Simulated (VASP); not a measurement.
# WC (P1) in VASP: notebook

The runs below take WC through single point, with PBEsol.

All numbers are computed with VASP 6.6.1; they aren't measurements. Logs are shortened: lines on timing, memory, paths and dates and some standing lists are left out, and cuts for length are marked.

### Step 1. The cell of the first run

The typed cell holds 16 atoms: a = 5.793 Å, b = 5.017 Å, c = 5.655 Å, α = 90.00°, β = 90.00°, γ = 90.00°.

### Step 2. Single point, PBEsol

Input file INCAR:

```
SYSTEM = WC
ALGO     = Normal         ! electronic algorithm
EDIFF    = 1E-6           ! SCF threshold, eV
ENCUT    = 520            ! plane-wave cutoff, eV
GGA      = PS             ! functional
ISIF     = 2              ! what is computed and relaxed
ISMEAR   = -1             ! smearing method
LASPH    = .True.         ! aspherical terms in the spheres
LCHARG   = .True.         ! write CHGCAR
LELF     = .True.         ! ELF
LREAL    = Auto         
LVHAR    = .True.       
LWAVE    = .False.        ! write WAVECAR
NBANDS   = 86             ! bands
NELM     = 60             ! most SCF steps
PREC     = Accurate       ! precision mode
SIGMA    = 0.24           ! smearing width, eV
```

Input file KPOINTS:

```
k-points
0
Gamma
  2 2 2
  0 0 0
```

Input file POSCAR:

```
WC
1.0
   -2.8965500000     -5.0169720000      0.0000000000
    4.3448250000     -2.5084860000      0.0000000000
    0.0000000000      0.0000000000      5.6546410000
W C
8 8
Direct
    0.7750823066      0.5451231420     -0.0541148412
    0.7548008720      0.5042823280      0.4667493480
    0.5104640481      0.0176266336     -0.0569443754
    0.4853395571      0.0256190512      0.4463059635
    0.2477157203      0.4938106759     -0.0529476584
    0.2463749655      0.5133549467      0.4570051397
   -0.0196437838      0.0486557682     -0.0449719089
    0.0005855322      0.0058451199      0.4702685812
    0.5103975992      0.6756065356      0.1896141594
    0.4625590645      0.7050285013      0.6955348713
    0.2742732631      0.1813758253      0.2115607339
    0.2427867843      0.1890166025      0.6981521904
   -0.0228752467      0.6934320034      0.1987747763
    0.0134148117      0.6921698050      0.7034221978
    0.7487536137      0.2401943185      0.1659521798
    0.7277266522      0.2022398220      0.6905124481
```

Potentials or basis: VASP PAW PBE potentials, release 64 (W_sv, C).

Command:

```bash
> cat potpaw_PBE.64/W_sv/POTCAR potpaw_PBE.64/C/POTCAR > POTCAR
> mpirun -np 1 vasp_std > vasp.out
```

OUTCAR:

```text
SYSTEM = WC
   EDIFF = 1E-6
   ENCUT = 520
   GGA = PS
   ISIF = 2
   ISMEAR = -1
   LASPH = .True.
   LREAL = Auto
   NELM = 60
   PREC = Accurate

 ion  position               nearest neighbor table
   1  0.775  0.545  0.946-  15 1.98  13 1.99  14 2.08   9 2.16  16 2.26  10 2.43   2 2.72   5 2.75
                             7 2.76   7 2.79   3 2.82   2 2.95   3 3.06   5 3.07
   2  0.755  0.504  0.467-  16 1.98  15 2.16  13 2.20  14 2.22   9 2.28  10 2.36   1 2.72   6 2.85
                             4 2.87   8 2.88   8 2.89   6 2.95   1 2.95   4 3.05
   3  0.510  0.018  0.943-  16 2.12  10 2.12  15 2.18  11 2.20   9 2.21  12 2.25   7 2.73   4 2.81
                             1 2.82   5 2.83   4 2.85   5 3.04   1 3.06   7 3.08
   4  0.485  0.026  0.446-  11 1.97  10 2.14  16 2.16  12 2.16   9 2.28  15 2.45   6 2.81   3 2.81
                             8 2.81   3 2.85   2 2.87   6 2.92   8 2.99   2 3.05
   5  0.248  0.494  0.947-  12 2.08  10 2.17  11 2.17  14 2.17   9 2.24  13 2.34   7 2.72   1 2.75
                             6 2.77   3 2.83   6 2.89   3 3.04   1 3.07   7 3.19
   6  0.246  0.513  0.457-  10 2.08  12 2.12  14 2.14  11 2.17   9 2.30  13 2.32   5 2.77   4 2.81
                             2 2.85   8 2.85   5 2.89   8 2.92   4 2.92   2 2.95
   7  0.980  0.049  0.955-  15 2.04  12 2.22  16 2.23  13 2.25  14 2.29  11 2.33   5 2.72   3 2.73
                             8 2.75   1 2.76   1 2.79   8 2.92   3 3.08   5 3.19
   8  0.001  0.006  0.470-  14 2.05  12 2.12  13 2.20  16 2.24  11 2.33  15 2.54   7 2.75   4 2.81
                             6 2.85   2 2.88   2 2.89   6 2.92   7 2.92   4 2.99
   9  0.510  0.676  0.190-   1 2.16   3 2.21   5 2.24   2 2.28   4 2.28   6 2.30
  10  0.463  0.705  0.696-   6 2.08   3 2.12   4 2.14   5 2.17   2 2.36   1 2.43
  11  0.274  0.181  0.212-   4 1.97   5 2.17   6 2.17   3 2.20   8 2.33   7 2.33
  12  0.243  0.189  0.698-   5 2.08   8 2.12   6 2.12   4 2.16   7 2.22   3 2.25
  13  0.977  0.693  0.199-   1 1.99   8 2.20   2 2.20   7 2.25   6 2.32   5 2.34
  14  0.013  0.692  0.703-   8 2.05   1 2.08   6 2.14   5 2.17   2 2.22   7 2.29
  15  0.749  0.240  0.166-   1 1.98   7 2.04   2 2.16   3 2.18   4 2.45   8 2.54
  16  0.728  0.202  0.691-   2 1.98   3 2.12   4 2.16   7 2.23   8 2.24   1 2.26

  LATTYP: Found a simple orthorhombic cell.
 ALAT       =     5.0169718250
 B/A-ratio  =     1.1271024031
 C/A-ratio  =     1.1547005652

  Lattice vectors:

 A1 = (   4.3448250000,  -2.5084860000,   0.0000000000)
 A2 = (   0.0000000000,   0.0000000000,   5.6546410000)
 A3 = (  -2.8965500000,  -5.0169720000,   0.0000000000)

Analysis of symmetry for initial positions (statically):
=====================================================================
 Subroutine PRICEL returns:
 Original cell was already a primitive cell.

 Routine SETGRP: Setting up the symmetry group for a
 simple orthorhombic supercell.

 Subroutine GETGRP returns: Found  1 space group operations
 (whereof  1 operations were pure point group operations)
 out of a pool of  8 trial point group operations.

The static configuration has the point symmetry C_1 .

Analysis of symmetry for dynamics (positions and initial velocities):
=====================================================================
 Subroutine PRICEL returns:
 Original cell was already a primitive cell.

 Routine SETGRP: Setting up the symmetry group for a
 simple orthorhombic supercell.

 Subroutine GETGRP returns: Found  1 space group operations
 (whereof  1 operations were pure point group operations)
 out of a pool of  8 trial point group operations.

The dynamic configuration has the point symmetry C_1 .

 Subroutine INISYM returns: Found  1 space group operations
 (whereof  1 operations are pure point group operations),
 and found     1 'primitive' translations

----------------------------------------------------------------------------------------

                                     Primitive cell

  volume of cell :     164.3455

  direct lattice vectors                    reciprocal lattice vectors
    -2.896550000 -5.016972000  0.000000000    -0.086309575 -0.149492562  0.000000000
     4.344825000 -2.508486000  0.000000000     0.172619150 -0.099661708  0.000000000
     0.000000000  0.000000000  5.654641000     0.000000000  0.000000000  0.176845886

  length of vectors
     5.793100202  5.016971825  5.654641000     0.172619144  0.199323424  0.176845886

  position of ions in fractional coordinates (direct lattice)
     0.775082307  0.545123142  0.945885159
     0.754800872  0.504282328  0.466749348
     0.510464048  0.017626634  0.943055625
     0.485339557  0.025619051  0.446305964
     0.247715720  0.493810676  0.947052342
     0.246374966  0.513354947  0.457005140
[... 8 lines left out ...]
     0.748753614  0.240194319  0.165952180
     0.727726652  0.202239822  0.690512448

  ion indices of the primitive-cell ions
   primitive index   ion index
                 1           1
                 2           2
                 3           3
                 4           4
                 5           5
                 6           6
[... 8 lines left out ...]
                15          15
                16          16

----------------------------------------------------------------------------------------

 KPOINTS: k-points

Automatic generation of k-mesh.
 Grid dimensions read from file:
 generate k-points for:    2    2    2

 Generating k-lattice:

  Cartesian coordinates                     Fractional coordinates (reciprocal lattice)
    -0.043154788 -0.074746281  0.000000000     0.500000000  0.000000000  0.000000000
     0.086309575 -0.049830854  0.000000000     0.000000000  0.500000000  0.000000000
     0.000000000  0.000000000  0.088422943     0.000000000  0.000000000  0.500000000

  Length of vectors
     0.086309572  0.099661712  0.088422943

  Shift w.r.t. Gamma in fractional coordinates (k-lattice)
     0.000000000  0.000000000  0.000000000

 Subroutine IBZKPT returns following result:
 ===========================================

 Found      8 irreducible k-points:

 Following reciprocal coordinates:
            Coordinates               Weight
  0.000000  0.000000  0.000000      1.000000
  0.500000  0.000000  0.000000      1.000000
  0.000000  0.500000  0.000000      1.000000
  0.500000  0.500000  0.000000      1.000000
  0.000000  0.000000  0.500000      1.000000
  0.500000  0.000000  0.500000      1.000000
  0.000000  0.500000  0.500000      1.000000
  0.500000  0.500000  0.500000      1.000000
   k-points           NKPTS =      8   k-points in BZ     NKDIM =      8   number of bands    NBANDS=     86
   number of dos      NEDOS =    301   number of ions     NIONS =     16
   total plane-waves  NPLWV =  80640
   dimension x,y,z NGX =    48 NGY =   40 NGZ =   42
   dimension x,y,z NGXF=    96 NGYF=   80 NGZF=   84
   ions per type =               8   8
   NGX,Y,Z   is equivalent  to a cutoff of  13.77, 13.25, 12.35 a.u.
   NGXF,Y,Z  is equivalent  to a cutoff of  27.55, 26.51, 24.70 a.u.
 SYSTEM =  WC
   PREC   = accura    normal or accurate (medium, high low for compatibility)
   ISTART =      0    job   : 0-new  1-cont  2-samecut
   ICHARG =      2    charge: 1-file 2-atom 10-const
   ISPIN  =      1    spin polarized calculation?
   LNONCOLLINEAR =      F non collinear calculations
   LSORBIT =      F    spin-orbit coupling
   LASPH  =      T    aspherical Exc in radial PAW
   ENCUT  =  520.0 eV  38.22 Ry    6.18 a.u.  10.77  9.33 10.51*2*pi/ulx,y,z
   NELM   =     60;   NELMIN=  2; NELMDL= -5     # of ELM steps
   EDIFF  = 0.1E-05   stopping-criterion for ELM
   LREAL  =      T    real-space projection
   EDIFFG = 0.1E-04   stopping-criterion for IOM
   NSW    =      0    number of steps for IOM
   IBRION =     -1    ionic relax: 0-MD 1-quasi-New 2-CG
   NFREE  =      0    steps in history (QN), initial steepest desc. (CG)
   ISIF   =      2    stress and relaxation
   ISYM   =      2    0-nonsym 1-usesym 2-fastsym
   POTIM  = 0.5000    time-step for ionic-motion
   TEBEG  =    0.0;   TEEND  =   0.0 temperature during run
   PSTRESS=    0.0 pullay stress
   NELECT =     144.0000    total number of electrons
   NUPDOWN=      -1.0000    fix difference up-down
   EMIN   =  10.00;   EMAX   =-10.00  energy-range for DOS
   EFERMI =   0.00;   METHOD = LEGACY
   ISMEAR =    -1;   SIGMA  =   0.24  broadening in eV -4-tet -1-fermi 0-gaus
   EFERMI_NEDOS =   21; number of points for ismear=-14 and -15
   IALGO  =     38    algorithm
   IMIX   =      4    mixing-type and parameters
     AMIX     =   0.40;   BMIX     =  1.00
     AMIX_MAG =   1.60;   BMIX_MAG =  1.00
  volume/ion in A,a.u.               =      10.27        69.32
  Fermi-wavevector in a.u.,A,eV,Ry     =   1.566546  2.960342 33.389589  2.454066
  Thomas-Fermi vector in A             =   2.668858
   LORBIT       =      0    0 simple, 1 ext, 2 COOP (PROOUT), +10 PAW based schemes
   GGA     = PS    functional components
   LHFCALC =     F    Hartree Fock is set to
   AEXX    =    0.0000 exact exchange contribution
   IVDW    =     0    specifies the selected vdW correction
   LEPSILON=     F    determine dielectric tensor
   LRPA    =     F    only Hartree local field effects (RPA)
 non-spin polarized calculation
  energy-cutoff  :      520.00
  volume of cell :      164.35
 maximum number of plane-waves:      4456
 NGX is ok and might be reduce to    48
   NGX = 21   NGY = 19   NGZ = 21

 number of electron     144.0000008 magnetization

 Free energy of the ion-electron system (eV)
  ---------------------------------------------------
  ext. energy  EPLUGINS =         0.00000000
  ---------------------------------------------------
  free energy    TOTEN  =      -186.59699123 eV

  energy without entropy =     -185.80143131  energy(sigma->0) =     -186.19921127

 E-fermi :  11.5580     XC(G=0): -13.9586

 val. band max:       11.5482126881   @ k =   0.5000   0.0000   0.0000
 cond. band min:      11.5672116531   @ k =   0.0000   0.0000   0.0000
 fundamental gap:      0.0189989649
 Fermi energy:        11.5579737395

 k-point     1 :       0.0000    0.0000    0.0000
  band No.  band energies     occupation
      1     -62.7841      2.00000
      2     -62.7572      2.00000
      3     -62.7128      2.00000
      4     -62.7026      2.00000
      5     -62.6730      2.00000
      6     -62.6489      2.00000
[... 685 lines left out ...]
     83      14.8851      0.00000
     84      15.1216      0.00000
 [bands above 84 left out]

------------------------ aborting loop because EDIFF is reached ----------------------------------------

  FORCE on cell =-STRESS in cart. coord.  units (eV):
  Direction    XX          YY          ZZ          XY          YZ          ZX
  --------------------------------------------------------------------------------------
  -------------------------------------------------------------------------------------
  Total       13.2294907     12.9070730     14.2880421     -2.3562643     -0.4210553     -3.0525635
  in kB      128.9721577    125.8289599    139.2918044    -22.9708381     -4.1048000    -29.7589461
  external PRESSURE =     131.3643073 kB  Pullay stress =       0.0000000 kB

 VOLUME and BASIS-vectors are now :
 -----------------------------------------------------------------------------
  energy-cutoff  :      520.00
  volume of cell :      164.35
      direct lattice vectors                 reciprocal lattice vectors
    -2.896550000 -5.016972000  0.000000000    -0.086309575 -0.149492562  0.000000000
     4.344825000 -2.508486000  0.000000000     0.172619150 -0.099661708  0.000000000
     0.000000000  0.000000000  5.654641000     0.000000000  0.000000000  0.176845886

 POSITION                                       TOTAL-FORCE (eV/Angst)
 -----------------------------------------------------------------------------------
      0.12340     -5.25600      5.34864         1.848647      4.863163     -0.483100
      0.00470     -5.05180      2.63930         4.124059     -0.720933     -3.734852
     -1.40200     -2.60520      5.33264         2.016701      1.788430      1.152997
     -1.29450     -2.49920      2.52370        -2.945978     -1.568814      0.856862
      1.42800     -2.48150      5.35524         3.071630     -3.389810      1.955130
      1.51680     -2.52380      2.58420         0.534660     -0.754780     -2.181630
[... 8 lines left out ...]
     -1.12520     -4.35900      0.93840        -3.095210      2.215049      3.652149
     -1.22920     -4.15830      3.90460        -2.389539     -0.245737      1.149758
 -----------------------------------------------------------------------------------
    total drift:                               -0.011237      0.005175      0.011813

  FREE ENERGIE OF THE ION-ELECTRON SYSTEM (eV)
  ---------------------------------------------------
  free  energy   TOTEN  =      -186.5969912327 eV

  energy  without entropy=     -185.8014313148  energy(sigma->0) =     -186.19921127
```

It took 2.4 min on 1 thread of Intel Xeon 6975P-C (Granite Rapids), shared host; peak memory 0.3 GiB.

What came out:

* Free energy: -186.5970 eV
* Pressure: 13.1 GPa
* Largest force: 5.610 eV/Å
* Band gap on the k mesh: zero (bands 72 and 73 overlap by 0.05 eV)

Forces on the atoms (eV/Å):
```
W    1.849  4.863 -0.483
W    4.124 -0.721 -3.735
W    2.017  1.788  1.153
W   -2.946 -1.569  0.857
W    3.072 -3.390  1.955
W    0.535 -0.755 -2.182
W   -4.307 -1.224  0.204
W    2.262 -0.083 -3.423
C    1.169  0.344  0.899
C   -2.480 -1.599  0.289
C    1.920  2.395 -2.139
C   -0.756  0.188  0.478
C   -1.035 -3.065  1.522
C    0.062  0.857 -0.197
C   -3.095  2.215  3.652
C   -2.390 -0.246  1.150
```

Stress tensor (GPa, compression positive):
```
12.90 -2.30 -2.98
-2.30 12.58 -0.41
-2.98 -0.41 13.93
```

Caveat: the k points lie up to 0.63 Å⁻¹ apart; the atoms stand as in a frame of molecular dynamics; the PAW data sets were made with another functional, which shifts forces and pressure a little; spin-orbit coupling is left out, which moves the levels of the heavy elements.

### Step 3. Single point, PBEsol

This run uses another cell than the first one, of 10.46 Å³/atom.

Input file INCAR:

```
PREC = Accurate
ENCUT = 520
EDIFF = 1E-6
ISMEAR = -1
SIGMA = 0.24
LREAL = Auto
LASPH = True
NELM = 60
ALGO = Normal
ISIF = 2
LWAVE = False
LCHARG = False
GGA = PS
NBANDS = 86
```

Input file KPOINTS:

```
regular mesh
0
Gamma
  2 2 2
```

Input file POSCAR:

```
WC
1.0
   -2.9139090000     -5.0470390000      0.0000000000
    4.3708640000     -2.5235190000      0.0000000000
    0.0000000000      0.0000000000      5.6885300000
W C
8 8
Direct
    0.7512422547      0.5450527784     -0.0308163972
    0.7321667417      0.5205532037      0.4389534730
    0.5113776372      0.0384610227     -0.0382348340
    0.4920343426      0.0519447183      0.4947323825
    0.2554583886      0.5448310672     -0.0228705834
    0.2431806631      0.5358222820      0.4581499966
    0.0060423916      0.0369736920     -0.0769794657
    0.0139400877      0.0172552033      0.4412036150
    0.5122639623      0.6988985634      0.2160312067
    0.4891268954      0.7010676293      0.7277275500
    0.2745855548      0.1668130876      0.1916488091
    0.2370234891      0.2305642267      0.6935710983
    0.0032279016      0.6415678482      0.2125329391
   -0.0446825388      0.7065191568      0.6970342074
    0.7411947355      0.1541740971      0.2470585547
    0.7378967596      0.2102247997      0.6754469081
```

Potentials or basis: VASP PAW PBE potentials, release 64 (W_sv, C).

Command:

```bash
> cat potpaw_PBE.64/W_sv/POTCAR potpaw_PBE.64/C/POTCAR > POTCAR
> mpirun -np 1 vasp_std > vasp.out
```

Wall time 2.4 min (1 thread of Intel Xeon 6975P-C (Granite Rapids), shared host); peak memory 0.31 GiB.

Results (log left out):

- Free energy: -185.8757 eV
- Pressure: 7.4 GPa
- Largest force: 7.778 eV/Å
- Band gap on the k mesh: zero (bands 72 and 73 overlap by 0.07 eV)

Forces in eV/Å, atoms in the order of the input:
```
W   -1.386  1.653 -2.918
W   -0.033 -2.816  3.916
W   -0.586 -0.124  0.623
W   -3.695  3.133 -6.085
W   -1.642  1.504 -3.116
W   -0.427 -0.769  0.673
W    0.600  0.613  3.583
W    1.847  1.160  1.101
C    1.163  1.416 -0.819
C    0.547 -0.594 -1.077
C    2.945  1.250  1.062
C   -0.858  0.722  1.962
C    2.865 -0.887  0.192
C   -1.354 -2.234 -0.106
C    1.008 -1.786 -3.503
C   -0.993 -2.240  4.514
```

Stress tensor (GPa, compression positive):
```
 5.12  1.58 -3.39
 1.58  8.06 -0.02
-3.39 -0.02  9.16
```

Levels at points of the mesh, in eV from the Fermi level:
```csv
k point,band 68,band 69,band 70,band 71,band 72,band 73,band 74,band 75,band 76,band 77
"(0.00, 0.00, 0.00)",-1.09,-1.05,-0.97,-0.41,0.03,0.25,0.79,0.95,1.55,1.77
"(0.50, 0.00, 0.00)",-1.69,-0.98,-0.87,-0.09,0.06,0.30,0.47,0.60,0.71,1.64
"(0.00, 0.50, 0.00)",-1.56,-0.85,-0.67,-0.46,-0.08,0.98,1.08,1.50,1.89,2.04
"(0.50, 0.50, 0.00)",-1.78,-1.74,-1.41,-1.34,-1.23,0.97,1.19,1.40,1.51,2.16
"(0.00, 0.00, 0.50)",-1.43,-1.30,-0.90,-0.47,-0.18,0.03,0.52,0.65,0.98,1.77
"(0.50, 0.00, 0.50)",-1.50,-1.32,-1.12,-1.05,-0.89,-0.01,0.14,0.32,0.55,1.75
"(0.00, 0.50, 0.50)",-1.64,-1.49,-1.36,-1.12,-0.81,0.43,0.59,0.89,0.96,1.39
"(0.50, 0.50, 0.50)",-1.99,-1.77,-1.42,-1.33,-1.14,0.99,1.09,1.30,1.54,1.60
```

Caveat: the k points lie up to 0.62 Å⁻¹ apart; the atoms stand as in a frame of molecular dynamics; the PAW data sets were made with another functional, which shifts forces and pressure a little; spin-orbit coupling is left out, which moves the levels of the heavy elements.

The gap in the log of VASP goes by the Fermi energy; the results here count the filled bands.